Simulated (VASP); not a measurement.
# Rh (P-1) in VASP: single point with PBEsol

Aim: the single point of Rh with PBEsol.

Program: VASP 6.6.1. These are calculated values, not measurements. Logs are shortened: lines on timing, memory, paths and dates and some standing lists are left out, and cuts for length are marked.

## 1. The cell of the first run

The typed cell holds 2 atoms: a = 2.731 Å, b = 2.731 Å, c = 4.428 Å, α = 90.00°, β = 90.00°, γ = 120.00°.

## 2. Single point, PBEsol (atom 1 (Rh) moved by (+0.200, -0.200) A along [1 1 0] and z)

The input, INCAR:

```
  PREC = Accurate
  ENCUT = 520
  EDIFF = 1E-7
  ISMEAR = 0
  SIGMA = 0.15
  LREAL = F
  LASPH = T
  NELM = 80
  ALGO = Fast
  ISIF = 2
  LWAVE = F
  LCHARG = F
  GGA = PS
  NBANDS = 22
```

The input, KPOINTS:

```
regular mesh
0
Gamma
  18 18 12
```

The input, POSCAR:

```
Rh
1.0
    2.7309790422      0.0000000000      0.0000000000
   -1.3654895211      2.3650972278      0.0000000000
    0.0000000000      0.0000000000      4.4284890000
Rh
2
Direct
    0.7483483679      0.3931284887      0.7048378691
    0.3333333333      0.6666666667      0.2500000000
```

Potentials or basis: VASP PAW PBE potentials, release 64 (Rh_pv).

Launch:

```console
$ cat potpaw_PBE.64/Rh_pv/POTCAR > POTCAR
$ mpirun -np 1 vasp_std > vasp.out
```

OUTCAR:

```text
PREC = Accurate
   ENCUT = 520
   EDIFF = 1E-7
   ISMEAR = 0
   LREAL = F
   LASPH = T
   NELM = 80
   ISIF = 2
   GGA = PS

 ion  position               nearest neighbor table
   1  0.748  0.393  0.705-   2 2.44   2 2.60   2 2.65   2 2.78   2 2.92   2 2.97
   2  0.333  0.667  0.250-   1 2.44   1 2.60   1 2.65   1 2.78   1 2.92   1 2.97

  LATTYP: Found a hexagonal cell.
 ALAT       =     2.7309790422
 C/A-ratio  =     1.6215756077

  Lattice vectors:

 A1 = (   2.7309790422,   0.0000000000,   0.0000000000)
 A2 = (  -1.3654895211,   2.3650972278,   0.0000000000)
 A3 = (   0.0000000000,   0.0000000000,   4.4284890000)

Analysis of symmetry for initial positions (statically):
=====================================================================
 Subroutine PRICEL returns:
 Original cell was already a primitive cell.

 Routine SETGRP: Setting up the symmetry group for a
 hexagonal supercell.

 Subroutine GETGRP returns: Found  2 space group operations
 (whereof  1 operations were pure point group operations)
 out of a pool of 24 trial point group operations.

The static configuration has the point symmetry C_1 .
 The point group associated with its full space group is S_2 .

Analysis of symmetry for dynamics (positions and initial velocities):
=====================================================================
 Subroutine PRICEL returns:
 Original cell was already a primitive cell.

 Routine SETGRP: Setting up the symmetry group for a
 hexagonal supercell.

 Subroutine GETGRP returns: Found  2 space group operations
 (whereof  1 operations were pure point group operations)
 out of a pool of 24 trial point group operations.

The dynamic configuration has the point symmetry C_1 .
 The point group associated with its full space group is S_2 .

 Subroutine INISYM returns: Found  2 space group operations
 (whereof  1 operations are pure point group operations),
 and found     1 'primitive' translations

----------------------------------------------------------------------------------------

                                     Primitive cell

  volume of cell :      28.6037

  direct lattice vectors                    reciprocal lattice vectors
     2.730979042  0.000000000  0.000000000     0.366169049  0.211407799  0.000000000
    -1.365489521  2.365097228  0.000000000     0.000000000  0.422815599  0.000000000
     0.000000000  0.000000000  4.428489000     0.000000000  0.000000000  0.225810655

  length of vectors
     2.730979042  2.730979042  4.428489000     0.422815599  0.422815599  0.225810655

  position of ions in fractional coordinates (direct lattice)
     0.748348368  0.393128489  0.704837869
     0.333333333  0.666666667  0.250000000

  ion indices of the primitive-cell ions
   primitive index   ion index
                 1           1
                 2           2

----------------------------------------------------------------------------------------

 KPOINTS: regular mesh

Automatic generation of k-mesh.
 Grid dimensions read from file:
 generate k-points for:   18   18   12

 Generating k-lattice:

  Cartesian coordinates                     Fractional coordinates (reciprocal lattice)
     0.020342725  0.011744878  0.000000000     0.055555556  0.000000000  0.000000000
     0.000000000  0.023489755  0.000000000     0.000000000  0.055555556  0.000000000
     0.000000000  0.000000000  0.018817555     0.000000000  0.000000000  0.083333333

  Length of vectors
     0.023489755  0.023489755  0.018817555

  Shift w.r.t. Gamma in fractional coordinates (k-lattice)
     0.000000000  0.000000000  0.000000000

 Subroutine IBZKPT returns following result:
 ===========================================

 Found   1948 irreducible k-points:

 Following reciprocal coordinates:
            Coordinates               Weight
  0.000000  0.000000  0.000000      1.000000
  0.055556  0.000000  0.000000      2.000000
  0.000000  0.055556  0.000000      2.000000
 -0.055556  0.055556  0.000000      2.000000
  0.111111  0.000000  0.000000      2.000000
  0.000000  0.111111  0.000000      2.000000
[... 16 lines left out ...]
  0.444444 -0.000000  0.000000      2.000000
  0.000000  0.444444  0.000000      2.000000
 [... further k-points ...]
   k-points           NKPTS =   1948   k-points in BZ     NKDIM =   1948   number of bands    NBANDS=     22
   number of dos      NEDOS =    301   number of ions     NIONS =      2
   total plane-waves  NPLWV =  14400
   dimension x,y,z NGX =    20 NGY =   20 NGZ =   36
   dimension x,y,z NGXF=    40 NGYF=   40 NGZF=   72
   ions per type =               2
   NGX,Y,Z   is equivalent  to a cutoff of  12.17, 12.17, 13.51 a.u.
   NGXF,Y,Z  is equivalent  to a cutoff of  24.35, 24.35, 27.03 a.u.
 SYSTEM =  unknown system
   PREC   = accura    normal or accurate (medium, high low for compatibility)
   ISTART =      0    job   : 0-new  1-cont  2-samecut
   ICHARG =      2    charge: 1-file 2-atom 10-const
   ISPIN  =      1    spin polarized calculation?
   LNONCOLLINEAR =      F non collinear calculations
   LSORBIT =      F    spin-orbit coupling
   LASPH  =      T    aspherical Exc in radial PAW
   ENCUT  =  520.0 eV  38.22 Ry    6.18 a.u.   5.08  5.08  8.23*2*pi/ulx,y,z
   NELM   =     80;   NELMIN=  2; NELMDL= -5     # of ELM steps
   EDIFF  = 0.1E-06   stopping-criterion for ELM
   LREAL  =      F    real-space projection
   EDIFFG = 0.1E-05   stopping-criterion for IOM
   NSW    =      0    number of steps for IOM
   IBRION =     -1    ionic relax: 0-MD 1-quasi-New 2-CG
   NFREE  =      0    steps in history (QN), initial steepest desc. (CG)
   ISIF   =      2    stress and relaxation
   ISYM   =      2    0-nonsym 1-usesym 2-fastsym
   POTIM  = 0.5000    time-step for ionic-motion
   TEBEG  =    0.0;   TEEND  =   0.0 temperature during run
   PSTRESS=    0.0 pullay stress
   NELECT =      30.0000    total number of electrons
   NUPDOWN=      -1.0000    fix difference up-down
   EMIN   =  10.00;   EMAX   =-10.00  energy-range for DOS
   EFERMI =   0.00;   METHOD = LEGACY
   ISMEAR =     0;   SIGMA  =   0.15  broadening in eV -4-tet -1-fermi 0-gaus
   EFERMI_NEDOS =   21; number of points for ismear=-14 and -15
   IALGO  =     68    algorithm
   IMIX   =      4    mixing-type and parameters
     AMIX     =   0.40;   BMIX     =  1.00
     AMIX_MAG =   1.60;   BMIX_MAG =  1.00
  volume/ion in A,a.u.               =      14.30        96.51
  Fermi-wavevector in a.u.,A,eV,Ry     =   1.663314  3.143208 37.642066  2.766614
  Thomas-Fermi vector in A             =   2.750053
   LORBIT       =      0    0 simple, 1 ext, 2 COOP (PROOUT), +10 PAW based schemes
   GGA     = PS    functional components
   LHFCALC =     F    Hartree Fock is set to
   AEXX    =    0.0000 exact exchange contribution
   IVDW    =     0    specifies the selected vdW correction
   LEPSILON=     F    determine dielectric tensor
   LRPA    =     F    only Hartree local field effects (RPA)
 non-spin polarized calculation
 RMM-DIIS sequential band-by-band and
 Gauss-broadening in eV      SIGMA  =   0.15
  energy-cutoff  :      520.00
  volume of cell :       28.60
 maximum number of plane-waves:       785
   NGX = 11   NGY = 11   NGZ = 17

 number of electron      30.0000002 magnetization

 Free energy of the ion-electron system (eV)
  ---------------------------------------------------
  ext. energy  EPLUGINS =         0.00000000
  ---------------------------------------------------
  free energy    TOTEN  =       -15.88101246 eV

  energy without entropy =      -15.83965973  energy(sigma->0) =      -15.86033610

 E-fermi :  11.1803     XC(G=0): -13.9366

 val. band max:       11.1802677998   @ k =  -0.4444  -0.3333   0.2500
 cond. band min:      11.1805216105   @ k =   0.0556  -0.0556   0.2500
 fundamental gap:      0.0002538107
 Fermi energy:        11.1802708928

 k-point     1 :       0.0000    0.0000    0.0000
  band No.  band energies     occupation
      1     -35.9887      2.00000
      2     -35.3562      2.00000
      3     -35.2433      2.00000
      4     -35.2021      2.00000
      5     -35.1899      2.00000
      6     -35.1813      2.00000
[... 14 lines left out ...]
     21      29.4574      0.00000
     22      29.7052      0.00000

 k-point     2 :       0.0556    0.0000    0.0000
  band No.  band energies     occupation
      1     -35.9822      2.00000
      2     -35.3731      2.00000
      3     -35.2510      2.00000
      4     -35.2044      2.00000
      5     -35.1965      2.00000
      6     -35.1874      2.00000
[... 14 lines left out ...]
     21      29.6148      0.00000
     22      29.7799      0.00000

 k-point     3 :       0.0000    0.0556    0.0000
  band No.  band energies     occupation
      1     -35.9836      2.00000
      2     -35.3618      2.00000
      3     -35.2622      2.00000
      4     -35.2008      2.00000
      5     -35.1979      2.00000
      6     -35.1879      2.00000
[... 14 lines left out ...]
     21      29.4612      0.00000
     22      29.7669      0.00000

 k-point     4 :      -0.0556    0.0556    0.0000
  band No.  band energies     occupation
      1     -35.9831      2.00000
      2     -35.3665      2.00000
      3     -35.2573      2.00000
      4     -35.2037      2.00000
      5     -35.2002      2.00000
      6     -35.1836      2.00000
[... 14 lines left out ...]
     21      29.5192      0.00000
     22      29.7723      0.00000

 k-point     5 :       0.1111    0.0000    0.0000
  band No.  band energies     occupation
      1     -35.9635      2.00000
      2     -35.4191      2.00000
      3     -35.2707      2.00000
      4     -35.2425      2.00000
      5     -35.2039      2.00000
      6     -35.1899      2.00000
[... 14 lines left out ...]
     21      29.8589      0.00000
     22      30.0604      0.00000

 k-point     6 :       0.0000    0.1111    0.0000
  band No.  band energies     occupation
      1     -35.9689      2.00000
      2     -35.3800      2.00000
      3     -35.3071      2.00000
      4     -35.2363      2.00000
      5     -35.2003      2.00000
      6     -35.1962      2.00000
[... 14 lines left out ...]
     21      29.1647      0.00000
     22      29.9408      0.00000

 k-point     7 :      -0.1111    0.1111    0.0000
  band No.  band energies     occupation
      1     -35.9669      2.00000
      2     -35.3987      2.00000
      3     -35.2889      2.00000
      4     -35.2426      2.00000
      5     -35.2016      2.00000
      6     -35.1904      2.00000
[... 324 lines left out ...]
      6     -35.2367      2.00000
[... 14 lines left out ...]
     21      24.9177      0.00000
     22      25.7594      0.00000

 k-point    21 :       0.0000    0.3889    0.0000
  band No.  band energies     occupation
      1     -35.8531      2.00000
      2     -35.7261      2.00000
      3     -35.5250      2.00000
      4     -35.4608      2.00000
      5     -35.2765      2.00000
      6     -35.2621      2.00000
[... 14 lines left out ...]
     21      25.0684      0.00000
     22      26.2764      0.00000

 k-point    22 :      -0.3889    0.3889    0.0000
  band No.  band energies     occupation
      1     -35.8433      2.00000
      2     -35.7534      2.00000
      3     -35.5333      2.00000
      4     -35.4229      2.00000
      5     -35.2977      2.00000
      6     -35.2556      2.00000
[... 14 lines left out ...]
     21      25.1928      0.00000
     22      26.1199      0.00000

 k-point    23 :       0.4444   -0.0000    0.0000
  band No.  band energies     occupation
      1     -35.8961      2.00000
      2     -35.7428      2.00000
      3     -35.5005      2.00000
      4     -35.4185      2.00000
      5     -35.4004      2.00000
      6     -35.2432      2.00000
[... 14 lines left out ...]
     21      24.2485      0.00000
     22      24.6297      0.00000

 k-point    24 :       0.0000    0.4444    0.0000
  band No.  band energies     occupation
      1     -35.8476      2.00000
      2     -35.7701      2.00000
      3     -35.5445      2.00000
      4     -35.4715      2.00000
      5     -35.2890      2.00000
      6     -35.2714      2.00000
[... 14 lines left out ...]
     21      24.4244      0.00000
     22      25.1410      0.00000

 [... further k-points ...]

------------------------ aborting loop because EDIFF is reached ----------------------------------------

  FORCE on cell =-STRESS in cart. coord.  units (eV):
  Direction    XX          YY          ZZ          XY          YZ          ZX
  --------------------------------------------------------------------------------------
  -------------------------------------------------------------------------------------
  Total       -1.1549538     -1.8417902     -0.5982985      0.4276761     -0.6896488     -0.8491111
  in kB      -64.6922501   -103.1639131    -33.5124020     23.9553551    -38.6291935    -47.5611324
  external PRESSURE =     -67.1228551 kB  Pullay stress =       0.0000000 kB

 VOLUME and BASIS-vectors are now :
 -----------------------------------------------------------------------------
  energy-cutoff  :      520.00
  volume of cell :       28.60
      direct lattice vectors                 reciprocal lattice vectors
     2.730979042  0.000000000  0.000000000     0.366169049  0.211407799  0.000000000
    -1.365489521  2.365097228  0.000000000     0.000000000  0.422815599  0.000000000
     0.000000000  0.000000000  4.428489000     0.000000000  0.000000000  0.225810655

 POSITION                                       TOTAL-FORCE (eV/Angst)
 -----------------------------------------------------------------------------------
      1.50691      0.92979      3.12137        -0.690275     -0.591143      1.948295
     -0.00000      1.57673      1.10712         0.690275      0.591143     -1.948295
 -----------------------------------------------------------------------------------
    total drift:                               -0.000006      0.000020     -0.000048

  FREE ENERGIE OF THE ION-ELECTRON SYSTEM (eV)
  ---------------------------------------------------
  free  energy   TOTEN  =       -15.8810124646 eV

  energy  without entropy=      -15.8396597324  energy(sigma->0) =      -15.86033610
```

Run time: 7.5 min. Hardware: 1 thread of Intel Xeon 6975P-C (Granite Rapids), shared host; peak memory 0.93 GiB.

What came out:

```
Free energy            : -15.8810 eV
Pressure               : -6.7 GPa
Largest force          : 2.150 eV/Å
Band gap on the k mesh : zero (bands 15 and 16 overlap by 2.07 eV)
```

Forces in eV/Å, atoms in the order of the input:
```
Rh  -0.690 -0.591  1.948
Rh   0.690  0.591 -1.948
```

Levels at points of the mesh, in eV from the Fermi level:
```csv
k point,band 11,band 12,band 13,band 14,band 15,band 16,band 17,band 18,band 19,band 20
"(0.00, 0.00, 0.00)",-2.94,-2.77,-2.49,-1.89,-1.21,-0.31,0.57,0.81,7.75,15.66
"(0.50, 0.00, 0.00)",-3.11,-2.51,-2.11,0.21,0.48,0.81,3.44,4.31,10.04,11.48
"(0.00, 0.50, 0.00)",-2.14,-2.09,-1.71,0.42,0.46,0.71,2.43,5.32,8.57,10.63
"(0.50, 0.50, 0.00)",-2.37,-2.19,-1.94,0.35,0.39,0.68,2.69,5.06,8.93,11.14
"(0.00, 0.00, 0.50)",-3.20,-3.14,-3.03,-2.43,-1.03,-0.44,-0.13,-0.10,12.91,15.96
"(0.50, 0.00, 0.50)",-2.22,-0.95,0.05,0.34,0.39,0.68,1.68,2.31,8.87,9.61
"(0.00, 0.50, 0.50)",-2.37,-1.08,-0.75,-0.51,0.52,0.60,2.54,3.51,7.85,9.08
"(0.50, 0.50, 0.50)",-2.18,-1.04,-0.51,-0.24,0.47,0.64,2.28,3.18,8.13,9.30
```

Caveat: the cell differs from its parent crystal (atom 1 (Rh) moved by (+0.200, -0.200) A along [1 1 0] and z); the stress differs along the axes, from -10 to -3 GPa; the PAW data sets were made with another functional, which shifts forces and pressure a little.
